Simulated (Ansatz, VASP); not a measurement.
# BAs in VASP and in Ansatz

Contents of INCAR:

```
SYSTEM = BAs
PREC = Accurate
ENCUT = 500
EDIFF = 1E-6
ISMEAR = -1
SIGMA = 0.02
LREAL = .False.
LASPH = .True.
NELM = 120
ALGO = Normal
ISIF = 2
LWAVE = .False.
LCHARG = .False.
GGA = PE
NBANDS = 11
GGA_COMPAT = .False.
```

Contents of KPOINTS:

```
regular mesh
0
Gamma
  10 10 10
  0 0 0
```

File POSCAR:

```
BAs
1.0
    0.0000000000      2.3201115792      2.4249743297
    2.3201115792      0.0000000000      2.4249743297
    2.3201115792      2.3201115792      0.0000000000
B As
1 1
Direct
    0.0000000000      0.0000000000      0.0000000000
    0.2500000000      0.2500000000      0.2500000000
```

Input for Ansatz:

```yaml
crystal:
  lattice:
    - [0.0, 2.3201115792, 2.4249743297]
    - [2.3201115792, 0.0, 2.4249743297]
    - [2.3201115792, 2.3201115792, 0.0]
  atoms:
    - { symbol: B, position: [0.0, 0.0, 0.0] }
    - { symbol: As, position: [0.25, 0.25, 0.25] }
kpoints:
  mp_grid: { grid: [10, 10, 10] }
  band_path:
    path:
      - [0.0, 0.0, 0.0]
      - [-0.5, -0.5, 0.0]
      - [-0.375, -0.375, 0.25]
      - [-0.375, 0.0, 0.375]
      - [0.0, 0.0, 0.5]
      - [-0.5, -0.25, 0.25]
      - [0.0, 0.4, 0.4]
    npoints: 1
hamiltonian:
  xc: pbe
scf:
  occupations: { method: fermi_dirac, width: 0.02 }
  n_extra_bands: 4
output:
  forces: true
  stress: true
  eigenvalues: true
```

Change from the starting cell: epitaxial_xy strain -3.0%.

Alike in both runs: task single point; functional PBE; k mesh 10 × 10 × 10; occupations fermi-dirac, width 0.02 eV; no spin polarisation.

|  | VASP | Ansatz |
| --- | --- | --- |
| version | VASP 6.6.1 | Ansatz 0.2.0 |
| potentials or method | VASP PAW PBE potentials, release 64 (B, As) | plane waves, PAW |
| plane-wave cutoff (eV) | 500 | 420 |
| valence electrons in the cell | 8 | 18 |

```tsv
	VASP	Ansatz	Ansatz less VASP
gap on the k mesh at the Fermi level (eV)	0.79	0.80	+0.010
pressure (GPa)	10.2	9.4	-0.81
traceless stress, the component that is largest in VASP (GPa)	-6.73	-6.77	-0.036
```

The functional is the same, so the differences come from potentials, cutoffs and numerics. VASP's potentials hold 8 valence electrons a cell and Ansatz's 18, so a difference there can come from the potentials and not from the codes.
